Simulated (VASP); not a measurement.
A run of VASP 6.6.1:

File INCAR:

```
  PREC = Accurate
  ENCUT = 520
  EDIFF = 1E-7
  ISMEAR = -1
  SIGMA = 0.08
  LREAL = F
  LASPH = T
  NELM = 80
  ALGO = Normal
  ISIF = 2
  LWAVE = F
  LCHARG = F
  GGA = PE
  NBANDS = 12
```

The input KPOINTS:

```
regular mesh
0
Gamma
  15 15 14
```

File POSCAR:

```
Au
1.0
    2.8232819446      0.0000000000      0.0000000000
   -1.4116409723      2.4450338860      0.0000000000
    0.0000000000      0.0000000000      2.8024459288
Au
1
Direct
    0.0000000000      0.0000000000      0.0000000000
```

Potentials or basis: VASP PAW PBE potentials, release 64 (Au).

The run is started by

```console
$ cat potpaw_PBE.64/Au/POTCAR > POTCAR
$ mpirun -np 1 vasp_std > vasp.out
```

Hardware: 1 thread of AMD EPYC 7R13, with other jobs on the host.

**Question.** Estimate the wall time of this run.

**Answer.** Wall time 87 s on 1 thread of AMD EPYC 7R13, with other jobs on the host, peak memory 0.15 GiB. Counts: scf iterations 12, k points 216.
